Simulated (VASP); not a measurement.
# Pd (Fd-3m) in VASP: further runs

The runs below take Pd through relaxation of cell and atoms, with PBE.

Everything below comes from runs of VASP 6.6.1. Logs are shortened: lines on timing, memory, paths and dates and some standing lists are left out, and cuts for length are marked.

## Step 1: The cell of the first run

Symmetry: Fd-3m, No. 227, cubic system. The conventional cell has a = 5.344 Å, b = 5.344 Å, c = 5.344 Å, α = 90.00°, β = 90.00°, γ = 90.00°. Within 3.1 Å of Pd (site symmetry -43m) lie 4 Pd at 2.31 Å.

## Step 2: Relaxation of cell and atoms, PBE, target pressure 0.67 GPa, at which the enthalpy is minimised

File INCAR:

```
PREC     = Accurate       # precision mode
ENCUT    = 600            # plane-wave cutoff, eV
EDIFF    = 1E-6           # SCF threshold, eV
ISMEAR   = -1             # smearing method
SIGMA    = 0.08           # smearing width, eV
LREAL    = F              # projectors in reciprocal space
LASPH    = T              # aspherical terms in the spheres
NELM     = 80             # most SCF steps
ALGO     = Normal         # electronic algorithm
ISIF     = 3              # what is computed and relaxed
LWAVE    = F              # write WAVECAR
LCHARG   = F              # write CHGCAR
GGA      = PE             # functional
IBRION   = 2              # ionic algorithm
NSW      = 60             # ionic steps
EDIFFG   = -0.005         # ionic threshold
PSTRESS  = 6.7
```

File KPOINTS:

```
Automatic mesh
0
Gamma
  12 12 12
```

File POSCAR:

```
Pd
1.0
    0.0000000000      2.6717788214      2.6717788214
    2.6717788214      0.0000000000      2.6717788214
    2.6717788214      2.6717788214      0.0000000000
Pd
2
Direct
   -0.1250000000     -0.1250000000     -0.1250000000
    0.1250000000      0.1250000000      0.1250000000
```

Potentials or basis: VASP PAW PBE potentials, release 64 (Pd).

The run is started by

```
> cat potpaw_PBE.64/Pd/POTCAR > POTCAR
> mpirun -np 1 vasp_std > vasp.out
```

OUTCAR:

```text
PREC = Accurate
   ENCUT = 600
   EDIFF = 1E-6
   ISMEAR = -1
   LREAL = F
   LASPH = T
   NELM = 80
   ISIF = 3
   GGA = PE
   IBRION = 2
   NSW = 60
   EDIFFG = -0.005
   PSTRESS = 6.7

 ion  position               nearest neighbor table
   1  0.875  0.875  0.875-   2 2.31   2 2.31   2 2.31   2 2.31
   2  0.125  0.125  0.125-   1 2.31   1 2.31   1 2.31   1 2.31

  LATTYP: Found a face centered cubic cell.
 ALAT       =     5.3435576428

  Lattice vectors:

 A1 = (   0.0000000000,   2.6717788214,   2.6717788214)
 A2 = (   2.6717788214,   0.0000000000,   2.6717788214)
 A3 = (   2.6717788214,   2.6717788214,   0.0000000000)

Analysis of symmetry for initial positions (statically):
=====================================================================
 Subroutine PRICEL returns:
 Original cell was already a primitive cell.

 Routine SETGRP: Setting up the symmetry group for a
 face centered cubic supercell.

 Subroutine GETGRP returns: Found 48 space group operations
 (whereof 12 operations were pure point group operations)
 out of a pool of 48 trial point group operations.

The static configuration has the point symmetry D_3d.
 The point group associated with its full space group is O_h .

Analysis of symmetry for dynamics (positions and initial velocities):
=====================================================================
 Subroutine PRICEL returns:
 Original cell was already a primitive cell.

 Routine SETGRP: Setting up the symmetry group for a
 face centered cubic supercell.

 Subroutine GETGRP returns: Found 48 space group operations
 (whereof 12 operations were pure point group operations)
 out of a pool of 48 trial point group operations.

The dynamic configuration has the point symmetry D_3d.
 The point group associated with its full space group is O_h .

 Subroutine INISYM returns: Found 48 space group operations
 (whereof 12 operations are pure point group operations),
 and found     1 'primitive' translations

----------------------------------------------------------------------------------------

                                     Primitive cell

  volume of cell :      38.1445

  direct lattice vectors                    reciprocal lattice vectors
     0.000000000  2.671778821  2.671778821    -0.187141239  0.187141239  0.187141239
     2.671778821  0.000000000  2.671778821     0.187141239 -0.187141239  0.187141239
     2.671778821  2.671778821  0.000000000     0.187141239  0.187141239 -0.187141239

  length of vectors
     3.778465845  3.778465845  3.778465845     0.324138135  0.324138135  0.324138135

  position of ions in fractional coordinates (direct lattice)
     0.875000000  0.875000000  0.875000000
     0.125000000  0.125000000  0.125000000

  ion indices of the primitive-cell ions
   primitive index   ion index
                 1           1
                 2           2

----------------------------------------------------------------------------------------

 KPOINTS: Automatic mesh

Automatic generation of k-mesh.
 Grid dimensions read from file:
 generate k-points for:   12   12   12

 Generating k-lattice:

  Cartesian coordinates                     Fractional coordinates (reciprocal lattice)
    -0.015595103  0.015595103  0.015595103     0.083333333  0.000000000  0.000000000
     0.015595103 -0.015595103  0.015595103     0.000000000  0.083333333  0.000000000
     0.015595103  0.015595103 -0.015595103     0.000000000  0.000000000  0.083333333

  Length of vectors
     0.027011511  0.027011511  0.027011511

  Shift w.r.t. Gamma in fractional coordinates (k-lattice)
     0.000000000  0.000000000  0.000000000

 Subroutine IBZKPT returns following result:
 ===========================================

 Found     72 irreducible k-points:

 Following reciprocal coordinates:
            Coordinates               Weight
  0.000000  0.000000  0.000000      1.000000
  0.083333  0.000000  0.000000      8.000000
  0.166667  0.000000  0.000000      8.000000
  0.250000  0.000000  0.000000      8.000000
  0.333333  0.000000  0.000000      8.000000
  0.416667  0.000000  0.000000      8.000000
[... 16 lines left out ...]
  0.500000  0.166667  0.000000     24.000000
 -0.416667  0.166667  0.000000     24.000000
 [... further k-points ...]
   k-points           NKPTS =     72   k-points in BZ     NKDIM =     72   number of bands    NBANDS=     14
   number of dos      NEDOS =    301   number of ions     NIONS =      2
   total plane-waves  NPLWV =  27000
   dimension x,y,z NGX =    30 NGY =   30 NGZ =   30
   dimension x,y,z NGXF=    60 NGYF=   60 NGZF=   60
   ions per type =               2
   NGX,Y,Z   is equivalent  to a cutoff of  13.20, 13.20, 13.20 a.u.
   NGXF,Y,Z  is equivalent  to a cutoff of  26.40, 26.40, 26.40 a.u.
 SYSTEM =  unknown system
   PREC   = accura    normal or accurate (medium, high low for compatibility)
   ISTART =      0    job   : 0-new  1-cont  2-samecut
   ICHARG =      2    charge: 1-file 2-atom 10-const
   ISPIN  =      1    spin polarized calculation?
   LNONCOLLINEAR =      F non collinear calculations
   LSORBIT =      F    spin-orbit coupling
   LASPH  =      T    aspherical Exc in radial PAW
   ENCUT  =  600.0 eV  44.10 Ry    6.64 a.u.   7.55  7.55  7.55*2*pi/ulx,y,z
   NELM   =     80;   NELMIN=  2; NELMDL= -5     # of ELM steps
   EDIFF  = 0.1E-05   stopping-criterion for ELM
   LREAL  =      F    real-space projection
   EDIFFG = -.5E-02   stopping-criterion for IOM
   NSW    =     60    number of steps for IOM
   IBRION =      2    ionic relax: 0-MD 1-quasi-New 2-CG
   NFREE  =      1    steps in history (QN), initial steepest desc. (CG)
   ISIF   =      3    stress and relaxation
   ISYM   =      2    0-nonsym 1-usesym 2-fastsym
   POTIM  = 0.5000    time-step for ionic-motion
   TEBEG  =    0.0;   TEEND  =   0.0 temperature during run
   PSTRESS=    6.7 pullay stress
   NELECT =      20.0000    total number of electrons
   NUPDOWN=      -1.0000    fix difference up-down
   EMIN   =  10.00;   EMAX   =-10.00  energy-range for DOS
   EFERMI =   0.00;   METHOD = LEGACY
   ISMEAR =    -1;   SIGMA  =   0.08  broadening in eV -4-tet -1-fermi 0-gaus
   EFERMI_NEDOS =   21; number of points for ismear=-14 and -15
   IALGO  =     38    algorithm
   IMIX   =      4    mixing-type and parameters
     AMIX     =   0.40;   BMIX     =  1.00
     AMIX_MAG =   1.60;   BMIX_MAG =  1.00
  volume/ion in A,a.u.               =      19.07       128.71
  Fermi-wavevector in a.u.,A,eV,Ry     =   1.320103  2.494632 23.710474  1.742671
  Thomas-Fermi vector in A             =   2.449953
   LORBIT       =      0    0 simple, 1 ext, 2 COOP (PROOUT), +10 PAW based schemes
   GGA     = PE    functional components
   LHFCALC =     F    Hartree Fock is set to
   AEXX    =    0.0000 exact exchange contribution
   IVDW    =     0    specifies the selected vdW correction
   LEPSILON=     F    determine dielectric tensor
   LRPA    =     F    only Hartree local field effects (RPA)
 conjugate gradient relaxation of ions
 non-spin polarized calculation
  energy-cutoff  :      600.00
  volume of cell :       38.14
 maximum number of plane-waves:      1303
   NGX = 15   NGY = 15   NGZ = 15

--------------------------------------- Ionic step        1  -------------------------------------------

 number of electron      20.0000008 magnetization

 Free energy of the ion-electron system (eV)
  ---------------------------------------------------
  ext. energy  EPLUGINS =         0.00000000
  ---------------------------------------------------
  free energy    TOTEN  =        -7.41742327 eV

  energy without entropy =       -7.30860981  energy(sigma->0) =       -7.36301654

 E-fermi :   6.8616     XC(G=0): -11.3047

 val. band max:        6.8593968503   @ k =  -0.3333   0.3333   0.1667
 cond. band min:       6.8647907021   @ k =  -0.4167   0.3333   0.0833
 fundamental gap:      0.0053938519
 Fermi energy:         6.8616014057

 k-point     1 :       0.0000    0.0000    0.0000
  band No.  band energies     occupation
      1       0.9555      2.00000
      2       2.0961      2.00000
      3       2.0961      2.00000
      4       2.4304      2.00000
      5       2.4304      2.00000
      6       2.4304      2.00000
      7       4.9690      2.00000
      8       4.9690      2.00000
      9       4.9690      2.00000
     10       6.7012      1.76268
     11       6.7012      1.76268
     12      20.1481      0.00000
[... 915 lines left out ...]
  FREE ENERGIE OF THE ION-ELECTRON SYSTEM (eV)
  ---------------------------------------------------
  free  energy   TOTEN  =        -8.2230722802 eV

  energy  without entropy=       -8.0973422898  energy(sigma->0) =       -8.16020728

  enthalpy is  TOTEN    =        -8.0194205644 eV   P V=        0.2036517157

[... ionic steps 4 to 17 ...]

--------------------------------------- Ionic step       18  -------------------------------------------

 number of electron      19.9999998 magnetization

------------------------ aborting loop because EDIFF is reached ----------------------------------------

  FORCE on cell =-STRESS in cart. coord.  units (eV):
  Direction    XX          YY          ZZ          XY          YZ          ZX
  --------------------------------------------------------------------------------------
  -------------------------------------------------------------------------------------
  Total        0.2360405      0.2360405      0.2360405      0.0000000      0.0000000      0.0000000
  in kB        7.8325303      7.8325303      7.8325303      0.0000000      0.0000000      0.0000000
  external PRESSURE =       1.1325303 kB  Pullay stress =       6.7000000 kB
[... 61 lines left out ...]
  enthalpy is  TOTEN    =        -8.0199294709 eV   P V=        0.2020414584

--------------------------------------- Ionic step       20  -------------------------------------------

 number of electron      19.9999998 magnetization

 Free energy of the ion-electron system (eV)
  ---------------------------------------------------
  ext. energy  EPLUGINS =         0.00000000
  ---------------------------------------------------
  free energy    TOTEN  =        -8.22223842 eV

  energy without entropy =       -8.09686978  energy(sigma->0) =       -8.15955410

 E-fermi :   4.0415     XC(G=0):  -9.9795

 val. band max:        4.0378027809   @ k =  -0.3333   0.3333   0.1667
 cond. band min:       4.0428903012   @ k =  -0.3333   0.4167   0.1667
 fundamental gap:      0.0050875203
 Fermi energy:         4.0414818762

 k-point     1 :       0.0000    0.0000    0.0000
  band No.  band energies     occupation
      1      -0.4870      2.00000
      2       0.6997      2.00000
      3       0.6997      2.00000
      4       0.8284      2.00000
      5       0.8284      2.00000
      6       0.8284      2.00000
      7       2.7117      2.00000
      8       2.7117      2.00000
      9       2.7117      2.00000
     10       3.8669      1.79735
     11       3.8669      1.79735
     12      15.6820      0.00000
[... 422 lines left out ...]
  FREE ENERGIE OF THE ION-ELECTRON SYSTEM (eV)
  ---------------------------------------------------
  free  energy   TOTEN  =        -8.2222384244 eV

  energy  without entropy=       -8.0968697767  energy(sigma->0) =       -8.15955410

  enthalpy is  TOTEN    =        -8.0199351147 eV   P V=        0.2023033098

 reached required accuracy - stopping structural energy minimisation
```

Wall time 2.6 min (1 thread of Intel Xeon 6975P-C (Granite Rapids), shared host); peak memory 0.19 GiB.

Results:

```yaml
Free_energy: -8.2222 eV
Relaxed_volume: 24.19 Å³/atom
Relaxed_cell: a = 4.090 Å, b = 4.090 Å, c = 4.090 Å, α = 60.00°, β = 60.00°, γ = 60.00°
Space_group_after_relaxing_to_0.05_Å: Fd-3m (No. 227)
Energy_change_on_relaxing_the_enthalpy_is_what_falls: -402.4 meV/atom
Ionic_steps: 20
Pressure_after_relaxing: 0.6 GPa
Band_gap_on_the_k_mesh: zero (band 10 reaches 4.12 eV, above the bottom of band 11 at 3.74 eV)
```

The path:
```
step  energy change (eV)  largest force (eV/Å)  pressure (GPa)  volume (Å³)
   1              0.0000                0.0000           31.12        38.14
   2             -0.3770                0.0000           -8.21        61.86
   3             -0.8056                0.0000            0.19        48.70
   4             -0.8052                0.0000            0.50        48.47
   5             -0.8042                0.0000            0.82        48.25
   6             -0.8042                0.0000            0.82        48.25
   7             -0.8042                0.0000            0.80        48.25
   8             -0.8042                0.0000            0.82        48.25
   9             -0.8042                0.0000            0.82        48.25
  10             -0.8042                0.0000            0.82        48.25
  11             -0.8042                0.0000            0.82        48.25
  12             -0.8042                0.0000            0.82        48.25
  13             -0.8043                0.0000            0.82        48.25
  14             -0.8043                0.0000            0.81        48.25
  15             -0.8043                0.0000            0.80        48.26
  16             -0.8043                0.0000            0.81        48.26
  17             -0.8043                0.0000            0.80        48.27
  18             -0.8044                0.0000            0.78        48.28
  19             -0.8045                0.0000            0.73        48.31
  20             -0.8048                0.0000            0.64        48.38
```

Final structure:
```cif
data_structure
_symmetry_space_group_name_H-M 'P 1'
_symmetry_Int_Tables_number 1
_cell_length_a 4.0899
_cell_length_b 4.0899
_cell_length_c 4.0899
_cell_angle_alpha 60.000
_cell_angle_beta 60.000
_cell_angle_gamma 60.000
_cell_volume 48.38
loop_
_atom_site_label
_atom_site_type_symbol
_atom_site_fract_x
_atom_site_fract_y
_atom_site_fract_z
_atom_site_occupancy
Pd1 Pd 0.87500 0.87500 0.87500 1
Pd2 Pd 0.12500 0.12500 0.12500 1
```

Caveat: the cell is relaxed towards a set pressure, so the enthalpy falls and the energy may rise; the volume moved by over 15 % at a fixed basis, so the end points are rough.

## Step 3: Relaxation of cell and atoms, PBE, target pressure 0.67 GPa, at which the enthalpy is minimised

This run uses another cell than the first one, of 24.29 Å³/atom, 1.274 times its volume.

File INCAR:

```
SYSTEM = Pd
ALGO = Normal
EDIFF = 1E-6
EDIFFG = -0.005
ENCUT = 600
GGA = PE
IBRION = 2
ISIF = 3
ISMEAR = -1
LASPH = .TRUE.
LCHARG = .FALSE.
LREAL = .FALSE.
LWAVE = .FALSE.
NELM = 100
NSW = 32
PREC = Accurate
PSTRESS = 6.7
SIGMA = 0.08
```

File KPOINTS:

```
k-points
0
G
  12 12 12
  0 0 0
```

File POSCAR:

```
Pd
1.0
    0.0000000000      2.8960236987      2.8960236987
    2.8960236987      0.0000000000      2.8960236987
    2.8960236987      2.8960236987      0.0000000000
Pd
2
Direct
   -0.1250000000     -0.1250000000     -0.1250000000
    0.1250000000      0.1250000000      0.1250000000
```

Potentials or basis: VASP PAW PBE potentials, release 64 (Pd).

The run is started by

```
> cat potpaw_PBE.64/Pd/POTCAR > POTCAR
> mpirun -np 1 vasp_std > vasp.out
```

It took 54 s on 1 thread of Intel Xeon 6975P-C (Granite Rapids), shared host; peak memory 0.23 GiB.

It converged, with:

```
Free energy                                            : -8.2274 eV
Relaxed volume                                         : 24.17 Å³/atom
Relaxed cell                                           : a = 4.089 Å, b = 4.089 Å, c = 4.089 Å, α = 60.00°, β = 60.00°, γ = 60.00°
Space group after relaxing (to 0.05 Å)                 : Fd-3m (No. 227)
Energy change on relaxing (the enthalpy is what falls) : +0.4 meV/atom
Ionic steps                                            : 3
Pressure after relaxing                                : 0.7 GPa
Band gap on the k mesh                                 : zero (band 10 reaches 4.13 eV, above the bottom of band 11 at 3.75 eV)
```

The path:
```csv
step,energy change (eV),largest force (eV/Å),pressure (GPa),volume (Å³)
1,0.0000,0.0000,0.34,48.58
2,0.0013,0.0000,0.82,48.23
3,0.0008,0.0000,0.67,48.34
```

Final structure:
```cif
data_structure
_symmetry_space_group_name_H-M 'P 1'
_symmetry_Int_Tables_number 1
_cell_length_a 4.0888
_cell_length_b 4.0888
_cell_length_c 4.0888
_cell_angle_alpha 60.000
_cell_angle_beta 60.000
_cell_angle_gamma 60.000
_cell_volume 48.34
loop_
_atom_site_label
_atom_site_type_symbol
_atom_site_fract_x
_atom_site_fract_y
_atom_site_fract_z
_atom_site_occupancy
Pd1 Pd 0.87500 0.87500 0.87500 1
Pd2 Pd 0.12500 0.12500 0.12500 1
```

Levels at points of the mesh, in eV from the Fermi level:
| k point | band 7 | band 8 | band 9 | band 10 | band 11 | band 12 | band 13 | band 14 |
| --- | --- | --- | --- | --- | --- | --- | --- | --- |
| (0.00, 0.00, 0.00) | -1.33 | -1.33 | -1.33 | -0.17 | -0.17 | 11.65 | 11.65 | 11.65 |
| (0.50, 0.00, 0.00) | -1.02 | -1.02 | -0.34 | -0.34 | -0.01 | 1.29 | 8.51 | 8.51 |
| (0.50, 0.50, 0.00) | -1.82 | -1.82 | -0.16 | -0.16 | 1.94 | 1.94 | 4.83 | 4.83 |

Caveat: the cell is relaxed towards a set pressure, so the enthalpy falls and the energy may rise.
